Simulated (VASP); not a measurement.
# Ir (Fm-3m) in VASP: further runs, part 2 of 2

VASP 6.6.1.

## Step 3: Single point, PBE

Contents of INCAR:

```
ALGO     = Normal         # electronic algorithm
EDIFF    = 1E-6           # SCF threshold, eV
ENCUT    = 520            # plane-wave cutoff, eV
GGA      = PE             # functional
ISIF     = 2              # what is computed and relaxed
ISMEAR   = 1              # smearing method
LASPH    = T              # aspherical terms in the spheres
LCHARG   = F              # write CHGCAR
LREAL    = F              # projectors in reciprocal space
LWAVE    = F              # write WAVECAR
NBANDS   = 10             # bands
NELM     = 80             # most SCF steps
PREC     = Accurate       # precision mode
SIGMA    = 1.0            # smearing width, eV
```

Contents of KPOINTS:

```
k-points
0
Gamma
  14 14 14
```

Contents of POSCAR:

```
Ir
1.0
    0.0000000000      1.9360622002      1.9360622002
    1.9360622002      0.0000000000      1.9360622002
    1.9360622002      1.9360622002      0.0000000000
Ir
1
Direct
    0.0000000000      0.0000000000      0.0000000000
```

Potentials or basis: VASP PAW PBE potentials, release 64 (Ir).

Started as:

```console
cat potpaw_PBE.64/Ir/POTCAR > POTCAR
mpirun -np 1 vasp_std > vasp.out
```

OUTCAR:

```text
EDIFF = 1E-6
   ENCUT = 520
   GGA = PE
   ISIF = 2
   ISMEAR = 1
   LASPH = T
   LREAL = F
   NELM = 80
   PREC = Accurate

 ion  position               nearest neighbor table
   1  0.000  0.000  0.000-

  LATTYP: Found a face centered cubic cell.
 ALAT       =     3.8721244004

  Lattice vectors:

 A1 = (   0.0000000000,   1.9360622002,   1.9360622002)
 A2 = (   1.9360622002,   0.0000000000,   1.9360622002)
 A3 = (   1.9360622002,   1.9360622002,   0.0000000000)

Analysis of symmetry for initial positions (statically):
=====================================================================
 Subroutine PRICEL returns:
 Original cell was already a primitive cell.

 Routine SETGRP: Setting up the symmetry group for a
 face centered cubic supercell.

 Subroutine GETGRP returns: Found 48 space group operations
 (whereof 48 operations were pure point group operations)
 out of a pool of 48 trial point group operations.

The static configuration has the point symmetry O_h .

Analysis of symmetry for dynamics (positions and initial velocities):
=====================================================================
 Subroutine PRICEL returns:
 Original cell was already a primitive cell.

 Routine SETGRP: Setting up the symmetry group for a
 face centered cubic supercell.

 Subroutine GETGRP returns: Found 48 space group operations
 (whereof 48 operations were pure point group operations)
 out of a pool of 48 trial point group operations.

The dynamic configuration has the point symmetry O_h .

 Subroutine INISYM returns: Found 48 space group operations
 (whereof 48 operations are pure point group operations),
 and found     1 'primitive' translations

----------------------------------------------------------------------------------------

                                     Primitive cell

  volume of cell :      14.5140

  direct lattice vectors                    reciprocal lattice vectors
     0.000000000  1.936062200  1.936062200    -0.258256166  0.258256166  0.258256166
     1.936062200  0.000000000  1.936062200     0.258256166 -0.258256166  0.258256166
     1.936062200  1.936062200  0.000000000     0.258256166  0.258256166 -0.258256166

  length of vectors
     2.738005421  2.738005421  2.738005421     0.447312800  0.447312800  0.447312800

  position of ions in fractional coordinates (direct lattice)
     0.000000000  0.000000000  0.000000000

  ion indices of the primitive-cell ions
   primitive index   ion index
                 1           1

----------------------------------------------------------------------------------------

 KPOINTS: k-points

Automatic generation of k-mesh.
 Grid dimensions read from file:
 generate k-points for:   14   14   14

 Generating k-lattice:

  Cartesian coordinates                     Fractional coordinates (reciprocal lattice)
    -0.018446869  0.018446869  0.018446869     0.071428571  0.000000000  0.000000000
     0.018446869 -0.018446869  0.018446869     0.000000000  0.071428571  0.000000000
     0.018446869  0.018446869 -0.018446869     0.000000000  0.000000000  0.071428571

  Length of vectors
     0.031950914  0.031950914  0.031950914

  Shift w.r.t. Gamma in fractional coordinates (k-lattice)
     0.000000000  0.000000000  0.000000000

 Subroutine IBZKPT returns following result:
 ===========================================

 Found    104 irreducible k-points:

 Following reciprocal coordinates:
            Coordinates               Weight
  0.000000  0.000000  0.000000      1.000000
  0.071429  0.000000  0.000000      8.000000
  0.142857  0.000000  0.000000      8.000000
  0.214286  0.000000  0.000000      8.000000
  0.285714  0.000000  0.000000      8.000000
  0.357143  0.000000  0.000000      8.000000
[... 16 lines left out ...]
  0.214286  0.142857  0.000000     24.000000
  0.285714  0.142857  0.000000     24.000000
 [... further k-points ...]
   k-points           NKPTS =    104   k-points in BZ     NKDIM =    104   number of bands    NBANDS=     10
   number of dos      NEDOS =    301   number of ions     NIONS =      1
   total plane-waves  NPLWV =   8000
   dimension x,y,z NGX =    20 NGY =   20 NGZ =   20
   dimension x,y,z NGXF=    40 NGYF=   40 NGZF=   40
   ions per type =               1
   NGX,Y,Z   is equivalent  to a cutoff of  12.14, 12.14, 12.14 a.u.
   NGXF,Y,Z  is equivalent  to a cutoff of  24.29, 24.29, 24.29 a.u.
 SYSTEM =  unknown system
   PREC   = accura    normal or accurate (medium, high low for compatibility)
   ISTART =      0    job   : 0-new  1-cont  2-samecut
   ICHARG =      2    charge: 1-file 2-atom 10-const
   ISPIN  =      1    spin polarized calculation?
   LNONCOLLINEAR =      F non collinear calculations
   LSORBIT =      F    spin-orbit coupling
   LASPH  =      T    aspherical Exc in radial PAW
   ENCUT  =  520.0 eV  38.22 Ry    6.18 a.u.   5.09  5.09  5.09*2*pi/ulx,y,z
   NELM   =     80;   NELMIN=  2; NELMDL= -5     # of ELM steps
   EDIFF  = 0.1E-05   stopping-criterion for ELM
   LREAL  =      F    real-space projection
   EDIFFG = 0.1E-04   stopping-criterion for IOM
   NSW    =      0    number of steps for IOM
   IBRION =     -1    ionic relax: 0-MD 1-quasi-New 2-CG
   NFREE  =      0    steps in history (QN), initial steepest desc. (CG)
   ISIF   =      2    stress and relaxation
   ISYM   =      2    0-nonsym 1-usesym 2-fastsym
   POTIM  = 0.5000    time-step for ionic-motion
   TEBEG  =    0.0;   TEEND  =   0.0 temperature during run
   PSTRESS=    0.0 pullay stress
   NELECT =       9.0000    total number of electrons
   NUPDOWN=      -1.0000    fix difference up-down
   EMIN   =  10.00;   EMAX   =-10.00  energy-range for DOS
   EFERMI =   0.00;   METHOD = LEGACY
   ISMEAR =     1;   SIGMA  =   1.00  broadening in eV -4-tet -1-fermi 0-gaus
   EFERMI_NEDOS =   21; number of points for ismear=-14 and -15
   IALGO  =     38    algorithm
   IMIX   =      4    mixing-type and parameters
     AMIX     =   0.40;   BMIX     =  1.00
     AMIX_MAG =   1.60;   BMIX_MAG =  1.00
  volume/ion in A,a.u.               =      14.51        97.95
  Fermi-wavevector in a.u.,A,eV,Ry     =   1.396024  2.638104 26.516181  1.948884
  Thomas-Fermi vector in A             =   2.519419
   LORBIT       =      0    0 simple, 1 ext, 2 COOP (PROOUT), +10 PAW based schemes
   GGA     = PE    functional components
   LHFCALC =     F    Hartree Fock is set to
   AEXX    =    0.0000 exact exchange contribution
   IVDW    =     0    specifies the selected vdW correction
   LEPSILON=     F    determine dielectric tensor
   LRPA    =     F    only Hartree local field effects (RPA)
 non-spin polarized calculation
 Methfessel and Paxton  Order N= 1 SIGMA  =   1.00
  energy-cutoff  :      520.00
  volume of cell :       14.51
 maximum number of plane-waves:       399
   NGX = 11   NGY = 11   NGZ = 11

 number of electron       9.0000000 magnetization

 Free energy of the ion-electron system (eV)
  ---------------------------------------------------
  ext. energy  EPLUGINS =         0.00000000
  ---------------------------------------------------
  free energy    TOTEN  =        -8.84416454 eV

  energy without entropy =       -8.83267823  energy(sigma->0) =       -8.84033577

 E-fermi :   9.9061     XC(G=0): -13.8358

 val. band max:        9.8899432536   @ k =   0.5000   0.4286   0.0000
 cond. band min:       9.9371489780   @ k =   0.4286   0.3571   0.0000
 fundamental gap:      0.0472057244
 Fermi energy:         9.9060784370

 k-point     1 :       0.0000    0.0000    0.0000
  band No.  band energies     occupation
      1      -0.8783      2.00000
      2       6.2325      2.00000
      3       6.2325      2.00000
      4       6.2325      2.00000
      5       8.8129      2.06458
      6       8.8129      2.06458
      7      24.3410     -0.00000
      8      29.7740     -0.00000
      9      29.7740     -0.00000
     10      29.7740     -0.00000
[... 287 lines left out ...]
 k-point    24 :       0.2857    0.1429    0.0000
  band No.  band energies     occupation
      1       1.8128      2.00000
      2       4.9360      2.00000
      3       6.5943      2.00003
      4       7.3071      2.00147
      5       8.5990      2.06905
      6       9.7235      1.30335
      7      24.7081     -0.00000
      8      27.6388     -0.00000
      9      29.6366     -0.00000
     10      30.7151      0.00000

 [... further k-points ...]

------------------------ aborting loop because EDIFF is reached ----------------------------------------

  FORCE on cell =-STRESS in cart. coord.  units (eV):
  Direction    XX          YY          ZZ          XY          YZ          ZX
  --------------------------------------------------------------------------------------
  -------------------------------------------------------------------------------------
  Total        0.0393427      0.0393427      0.0393427      0.0000000     -0.0000000      0.0000000
  in kB        4.3429656      4.3429656      4.3429656      0.0000000     -0.0000000      0.0000000
  external PRESSURE =       4.3429656 kB  Pullay stress =       0.0000000 kB

 VOLUME and BASIS-vectors are now :
 -----------------------------------------------------------------------------
  energy-cutoff  :      520.00
  volume of cell :       14.51
      direct lattice vectors                 reciprocal lattice vectors
     0.000000000  1.936062200  1.936062200    -0.258256166  0.258256166  0.258256166
     1.936062200  0.000000000  1.936062200     0.258256166 -0.258256166  0.258256166
     1.936062200  1.936062200  0.000000000     0.258256166  0.258256166 -0.258256166

 POSITION                                       TOTAL-FORCE (eV/Angst)
 -----------------------------------------------------------------------------------
      0.00000      0.00000      0.00000        -0.000000     -0.000000     -0.000000
 -----------------------------------------------------------------------------------
    total drift:                                0.000000     -0.000000     -0.000000

  FREE ENERGIE OF THE ION-ELECTRON SYSTEM (eV)
  ---------------------------------------------------
  free  energy   TOTEN  =        -8.8441645389 eV

  energy  without entropy=       -8.8326782267  energy(sigma->0) =       -8.84033577
```

Wall time 11 s (1 thread of Intel Xeon 6975P-C, shared host); peak memory 0.14 GiB.

Results:

```
Free energy : -8.8442 eV
Pressure    : 0.4 GPa
```

Caveat: spin-orbit coupling is left out, which moves the levels of the heavy elements.

## Step 4: Single point, PBE

Contents of INCAR:

```
SYSTEM = Ir
PREC     = Accurate       ! precision mode
ENCUT    = 520            ! plane-wave cutoff, eV
EDIFF    = 1E-7           ! SCF threshold, eV
ISMEAR   = 1              ! smearing method
SIGMA    = 0.03           ! smearing width, eV
LREAL    = .FALSE.        ! projectors in reciprocal space
LASPH    = .TRUE.         ! aspherical terms in the spheres
NELM     = 60             ! most SCF steps
ALGO     = Normal         ! electronic algorithm
ISIF     = 2              ! what is computed and relaxed
LWAVE    = .FALSE.        ! write WAVECAR
LCHARG   = .FALSE.        ! write CHGCAR
GGA      = PE             ! functional
NBANDS   = 10             ! bands
```

Contents of KPOINTS:

```
Automatic mesh
0
G
  14 14 14
  0 0 0
```

POSCAR is that of step 3.

Started as:

```console
cat potpaw_PBE.64/Ir/POTCAR > POTCAR
mpirun -np 1 vasp_std > vasp.out
```

Wall time 12 s (1 thread of Intel Xeon 6975P-C, shared host); peak memory 0.14 GiB.

The run converged. Its results:

* Free energy: -8.8385 eV
* Pressure: 0.3 GPa

Levels at points of the mesh, in eV from the Fermi level:
```
           k point  band 1  band 2  band 3  band 4  band 5  band 6  band 7  band 8  band 9
(0.00, 0.00, 0.00)  -10.74   -3.63   -3.63   -3.63   -1.05   -1.05   14.48   19.92   19.92
(0.50, 0.00, 0.00)   -7.73   -3.73   -3.73   -0.59    0.96    0.96    7.11   14.02   19.67
(0.50, 0.50, 0.00)   -7.51   -6.96    0.93    1.51    1.51    1.81   10.27   11.69   11.69
```

Caveat: spin-orbit coupling is left out, which moves the levels of the heavy elements.

## Step 5: Single point, PBE

Contents of INCAR:

```
SYSTEM = Ir
ALGO = Normal
EDIFF = 1E-7
ENCUT = 520
GGA = PE
ISIF = 2
ISMEAR = 1
LASPH = .True.
LCHARG = .False.
LREAL = .False.
LWAVE = .False.
NBANDS = 10
NELM = 60
PREC = Accurate
SIGMA = 0.2
```

Contents of KPOINTS:

```
k-points
0
Gamma
  14 14 14
  0 0 0
```

POSCAR is that of step 4.

Started as:

```console
cat potpaw_PBE.64/Ir/POTCAR > POTCAR
mpirun -np 1 vasp_std > vasp.out
```

Wall time 13 s (1 thread of Intel Xeon 6975P-C, shared host); peak memory 0.14 GiB.

The run converged. Its results:

* Free energy: -8.8414 eV
* Pressure: 0.3 GPa

Levels at points of the mesh, in eV from the Fermi level:
| k point | band 1 | band 2 | band 3 | band 4 | band 5 | band 6 | band 7 | band 8 | band 9 |
| --- | --- | --- | --- | --- | --- | --- | --- | --- | --- |
| (0.00, 0.00, 0.00) | -10.74 | -3.63 | -3.63 | -3.63 | -1.05 | -1.05 | 14.48 | 19.91 | 19.91 |
| (0.50, 0.00, 0.00) | -7.73 | -3.73 | -3.73 | -0.59 | 0.95 | 0.95 | 7.11 | 14.01 | 19.67 |
| (0.50, 0.50, 0.00) | -7.52 | -6.96 | 0.92 | 1.51 | 1.51 | 1.81 | 10.27 | 11.69 | 11.69 |

Caveat: spin-orbit coupling is left out, which moves the levels of the heavy elements.

## Step 6: Single point, PBE

Contents of INCAR:

```
ALGO = Normal
EDIFF = 1E-6
ENCUT = 520
GGA = PE
ISIF = 2
ISMEAR = 1
LASPH = T
LCHARG = T
LELF = T
LREAL = F
LVHAR = T
LWAVE = F
NBANDS = 10
NELM = 80
PREC = Accurate
SIGMA = 0.3
```

Contents of KPOINTS:

```
k-points
0
Gamma
  14 14 14
```

POSCAR is that of step 5.

Potentials or basis: VASP PAW PBE potentials, release 64 (Ir).

Started as:

```console
cat potpaw_PBE.64/Ir/POTCAR > POTCAR
mpirun -np 1 vasp_std > vasp.out
```

It used 8 s of CPU time on 1 thread of Intel Xeon 6975P-C (shared host).

The run converged. Its results:

```
Free energy : -8.8431 eV
Pressure    : 0.2 GPa
```

Levels at points of the mesh, in eV from the Fermi level:
```csv
k point,band 1,band 2,band 3,band 4,band 5,band 6,band 7,band 8,band 9
"(0.00, 0.00, 0.00)",-10.76,-3.65,-3.65,-3.65,-1.07,-1.07,14.46,19.89,19.89
"(0.50, 0.00, 0.00)",-7.75,-3.75,-3.75,-0.61,0.93,0.93,7.09,13.99,19.65
"(0.50, 0.50, 0.00)",-7.54,-6.98,0.90,1.49,1.49,1.79,10.25,11.67,11.67
```

Caveat: spin-orbit coupling is left out, which moves the levels of the heavy elements.

## Step 7: Summary

| smearing | gap on the mesh (eV) | pressure (GPa) |
| --- | --- | --- |
| methfessel-paxton 0.6 eV | none | 0.1 |
| methfessel-paxton 1 eV | none | 0.4 |
| methfessel-paxton 0.03 eV | none | 0.3 |
| methfessel-paxton 0.2 eV | none | 0.3 |
| methfessel-paxton 0.3 eV | none | 0.2 |

Alike in all rows: task single point; level PBE; potentials or basis VASP PAW PBE potentials, release 64 (Ir); no spin polarisation; cell as given; k mesh 14 × 14 × 14; cutoff (eV) 520.

Every run on the cell as given and a fine mesh finds a metal.

Caveats: spin-orbit coupling is left out, which moves the levels of the heavy elements.

Absolute energies hang on the potentials; compare differences alone.
